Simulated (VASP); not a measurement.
Cs:

```
CELL_PARAMETERS angstrom
7.77235 0.00000 0.00000
-1.78074 7.97987 0.00000
1.26447 2.12662 7.42641
ATOMIC_POSITIONS crystal
Cs 0.45975 0.07461 0.39567
Cs 0.29794 0.67560 0.85808
Cs 0.09550 0.71168 0.41512
```

The cell was generated, and may not be a known phase.

| Item | Value |
| --- | --- |
| Program | VASP 6.6.1 |
| Task | relaxation of cell and atoms |
| Functional | PBE |
| Potentials or basis | VASP PAW PBE potentials, release 64 (Cs_sv) |
| Cutoff | 600 eV |
| k mesh | 4 × 2 × 4 |
| Occupations | gaussian, width 0.1 eV |
| Spin | no spin polarisation |

At the start: pressure 0.6 GPa; volume 153.53 Å³/atom.

How do energy, volume and symmetry change on relaxing?

Over 23 steps the energy falls by 403.8 meV/atom and the volume is 150.28 Å³/atom (-2.1 %); space group P1 (No. 1, to 0.1 Å) before and after.

The path:
```tsv
step	energy change (eV)	largest force (eV/Å)	pressure (GPa)	volume (Å³)
1	0.0000	1.1834	0.63	460.60
2	-0.2425	0.7695	0.43	501.70
3	-0.5599	0.2549	-0.01	604.07
4	-0.7266	0.1831	-0.06	635.46
5	-0.7711	0.1327	-0.13	663.53
6	-0.7721	0.1532	-0.12	653.88
7	-0.7720	0.1621	-0.12	649.16
8	-0.8023	0.1657	-0.12	628.54
9	-0.8709	0.1712	-0.08	568.19
10	-0.9739	0.1865	0.06	454.12
11	-0.9764	0.1858	0.02	472.33
12	-0.9766	0.1865	0.03	465.12
13	-1.0131	0.1743	0.03	454.74
14	-1.1015	0.1197	0.09	419.68
15	-0.7856	0.2239	0.84	331.18
16	-1.1074	0.1006	0.14	408.63
17	-1.1556	0.0700	0.05	430.53
18	-1.1775	0.0638	-0.04	463.29
19	-1.1777	0.0642	-0.03	459.92
20	-1.1888	0.0549	-0.02	455.80
21	-1.2012	0.0384	0.01	446.09
22	-1.2014	0.0377	0.02	443.54
23	-1.2113	0.0382	-0.01	450.85
```

Final structure:
```
Cs
1.0
     5.16375    0.56565    0.60563
    -1.56592    9.23031    0.68549
     1.04295    3.28823    9.70230
Cs
3
Direct
  0.52407 0.17743 0.34788
  0.30667 0.63830 0.89806
  0.02245 0.64615 0.42293
```

Caveat: the k points lie up to 0.34 Å⁻¹ apart in the final cell, too coarse for converged energies and pressures of a metal; a cell axis changed by over 15 % at a fixed basis, so the end point is rough.
